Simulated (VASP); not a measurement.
Here is a VASP 6.6.1 calculation.

The input INCAR:

```
SYSTEM = SiNi
  ALGO = Normal
  EDIFF = 1E-6
  ENCUT = 520
  GGA = PE
  ISIF = 2
  ISMEAR = -1
  LASPH = .True.
  LCHARG = .False.
  LREAL = .False.
  LWAVE = .False.
  NBANDS = 14
  NELM = 60
  PREC = Accurate
  SIGMA = 0.08
```

KPOINTS

```
k-points
0
Gamma
  16 16 16
  0 0 0
```

Contents of POSCAR:

```
SiNi
1.0
    0.0000000000      2.1051055551      2.1051055551
    2.1051055551      0.0000000000      2.1051055551
    2.1051055551      2.1051055551      0.0000000000
Ni Si
1 1
Direct
    0.0000000000      0.0000000000      0.0000000000
    0.5000000000      0.5000000000      0.5000000000
```

Potentials or basis: VASP PAW PBE potentials, release 64 (Ni, Si).

The run is started by

```sh
$ cat potpaw_PBE.64/Ni/POTCAR potpaw_PBE.64/Si/POTCAR > POTCAR
$ mpirun -np 1 vasp_std > vasp.out
```

(1) Estimate the pressure.

(2) Estimate the band gap on the k mesh.

Results:

(1) 110.1 GPa.

(2) zero (bands 7 and 8 overlap by 7.45 eV).

Caveat: the cell stands under pressure.
